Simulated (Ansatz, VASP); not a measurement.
## Two plane-wave programs on CdS

File POSCAR:

```
CdS
1.0
    3.9280592432      0.0000000000      0.0000000000
   -1.9640296216      3.4017990922      0.0000000000
    0.0000000000      0.0000000000      6.4115500000
Cd S
2 2
Direct
    0.3333333333      0.6666666667      0.0000000000
    0.6666666667      0.3333333333      0.5000000000
    0.3333333333      0.6666666667      0.3850000000
    0.6666666667      0.3333333333      0.8850000000
```

INCAR.step1

```
SYSTEM = CdS
PREC     = Accurate       ! precision mode
ENCUT    = 520            ! plane-wave cutoff, eV
ISMEAR   = 0              ! smearing method
SIGMA    = 0.05           ! smearing width, eV
LREAL    = .False.        ! projectors in reciprocal space
LASPH    = .True.         ! aspherical terms in the spheres
NELM     = 80             ! most SCF steps
NBANDS   = 26             ! bands
GGA      = PE             ! functional
ALGO     = Normal         ! electronic algorithm
EDIFF    = 1E-4           ! SCF threshold, eV
LWAVE    = .True.         ! write WAVECAR
LCHARG   = .False.        ! write CHGCAR
```

The input INCAR.step2:

```
SYSTEM = CdS
PREC     = Accurate       ! precision mode
ENCUT    = 520            ! plane-wave cutoff, eV
EDIFF    = 1E-6           ! SCF threshold, eV
ISMEAR   = 0              ! smearing method
SIGMA    = 0.05           ! smearing width, eV
LREAL    = .False.        ! projectors in reciprocal space
LASPH    = .True.         ! aspherical terms in the spheres
NELM     = 80             ! most SCF steps
ALGO     = Normal         ! electronic algorithm
ISIF     = 2              ! what is computed and relaxed
LWAVE    = .False.        ! write WAVECAR
LCHARG   = .True.         ! write CHGCAR
METAGGA  = R2SCAN         ! meta-GGA
LMIXTAU  = .True.       
LELF     = .True.         ! ELF
LVHAR    = .True.       
NBANDS   = 26             ! bands
ISTART   = 1
```

File KPOINTS:

```
Automatic mesh
0
Gamma
  12 12 4
  0 0 0
```

Input for Ansatz:

```yaml
crystal:
  lattice:
    - [3.9280592432, 0.0, 0.0]
    - [-1.9640296216, 3.4017990922, 0.0]
    - [0.0, 0.0, 6.41155]
  atoms:
    - { symbol: Cd, position: [0.3333333333, 0.6666666667, 0.0] }
    - { symbol: Cd, position: [0.6666666667, 0.3333333333, 0.5] }
    - { symbol: S, position: [0.3333333333, 0.6666666667, 0.385] }
    - { symbol: S, position: [0.6666666667, 0.3333333333, 0.885] }
basis:
  ecutwfc: 500
kpoints:
  mp_grid: { grid: [12, 12, 4] }
hamiltonian:
  xc: r2scan
scf:
  occupations: { method: gaussian, width: 0.05 }
output:
  forces: true
  stress: true
  eigenvalues: true
```

Change from the starting cell: strain -0.050 along x and y, -0.050 along z, atoms carried along.

Alike in both runs: task single point; functional r2SCAN; k mesh 12 × 12 × 4; occupations gaussian, width 0.05 eV; no spin polarisation.

```csv
,VASP,Ansatz
version,VASP 6.6.1,Ansatz 0.2.0
potentials or method,"VASP PAW PBE potentials, release 64 (Cd, S), cutoff 520 eV","scalar-relativistic, plane waves, PAW"
valence electrons in the cell,36,52
```

VASP gave:

| Quantity | Value |
| --- | --- |
| gap on the k mesh at the Fermi level (eV) | 2.03 |
| least direct gap on the mesh (eV) | 2.03 |
| pressure (GPa) | 15.9 |
| traceless stress, the component that is largest in VASP (GPa) | -3.51 |
| rms of the force components (eV/Å) | 0.270 |

Q: Estimate Ansatz's values.

A: gap on the k mesh at the Fermi level (eV): 2.02; least direct gap on the mesh (eV): 2.02; pressure (GPa): 15.2; traceless stress, the component that is largest in VASP (GPa): -3.44; rms of the force components (eV/Å): 0.263.

VASP's potentials were made for PBE, not for r2SCAN. Atom by atom the forces differ by 0.007 eV/Å (rms over components). VASP's potentials hold 36 valence electrons a cell and Ansatz's 52, so a difference there can come from the potentials and not from the codes.
